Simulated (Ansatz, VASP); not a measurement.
## Eu in VASP and in Ansatz

```xyz
1
Lattice="0.0000 2.7893 2.7893 2.7893 0.0000 2.7893 2.7893 2.7893 0.0000" Properties=species:S:1:pos:R:3 pbc="T T T"
Eu    0.0000    0.0000    0.0000
```

Alike in both runs: task single point; functional PBE; k mesh 7 × 7 × 7; occupations fermi-dirac, width 0.05 eV; collinear spin; fixed moment 3.5 μB.

|  | VASP | Ansatz |
| --- | --- | --- |
| version | VASP 6.6.1 | Ansatz 0.2.0 |
| potentials or method | VASP PAW PBE potentials, release 64 (Eu) | Ansatz PAW |
| plane-wave cutoff (eV) | 520 | 420 |
| valence electrons in the cell | 17 | 17 |

|  | VASP | Ansatz | Ansatz less VASP |
| --- | --- | --- | --- |
| pressure (GPa) | -1.4 | -1.4 | -0.01 |
| net moment per atom (μB) | 3.50 | 3.50 | 0.000 |
| size of the moment on the site where the two differ most (μB) | 5.15 | 4.56 | -0.589 |

Site moments also hang on the region over which each program counts them.

Neither program's run includes spin-orbit coupling.
